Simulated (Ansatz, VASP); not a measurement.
One calculation of Tl, two programs

The input INCAR:

```
SYSTEM = Tl
ALGO = Normal
EDIFF = 1E-7
ENCUT = 520
ISIF = 2
ISMEAR = -1
LASPH = .TRUE.
LCHARG = .FALSE.
LREAL = .FALSE.
LWAVE = .FALSE.
NBANDS = 20
NELM = 100
PREC = Accurate
SIGMA = 0.1
```

The input KPOINTS:

```
k-points
0
G
  17 17 10
  0 0 0
```

The input POSCAR:

```
Tl
1.0
    3.5323529971      0.0000000000      0.0000000000
   -1.7661764985      3.0591074306      0.0000000000
    0.0000000000      0.0000000000      5.6525533273
Tl
2
Direct
    0.3333333333      0.6666666667      0.2500000000
    0.6666666667      0.3333333333      0.7500000000
```

Input for Ansatz:

```yaml
crystal:
  lattice:
    - [3.5323529971, 0.0, 0.0]
    - [-1.7661764985, 3.0591074306, 0.0]
    - [0.0, 0.0, 5.6525533273]
  atoms:
    - { symbol: Tl, position: [0.3333333333, 0.6666666667, 0.25] }
    - { symbol: Tl, position: [0.6666666667, 0.3333333333, 0.75] }
hamiltonian:
  xc: lda
  pseudopotentials:
    kind: paw
    azcp:
      Tl: "pseudopotentials/Tl.paw.azcp"
basis:
  ecutwfc: 420
  fft_grid_basis: typed
kpoints:
  mp_grid: { grid: [17, 17, 10], shift: [0, 0, 0] }
magnetization:
  spin_polarized: false
scf:
  occupations: { method: fermi_dirac, width: 0.1 }
output:
  stress: true
```

Alike in both runs: task single point; functional LDA; k mesh 17 × 17 × 10; occupations fermi-dirac, width 0.1 eV; no spin polarisation.

|  | VASP | Ansatz |
| --- | --- | --- |
| version | VASP 6.6.1 | Ansatz 0.2.0 |
| potentials or method | VASP PAW LDA potentials, release 64 (Tl_d), cutoff 520 eV | plane waves (420 eV) with PAW, scalar-relativistic |
| valence electrons in the cell | 26 | 26 |

VASP gave:

```
pressure (GPa)                                                : -3.5
traceless stress, the component that is largest in VASP (GPa) : -0.39
```

Problem. Estimate Ansatz's values.

Solution. Pressure (GPa): -3.6; traceless stress, the component that is largest in VASP (GPa): -0.41.

Ansatz warns that its potentials were made for another functional, while VASP's fit it. LDA's correlation is that of Perdew and Zunger in VASP and of Perdew and Wang (1992) in Ansatz.

Spin-orbit coupling is off throughout.
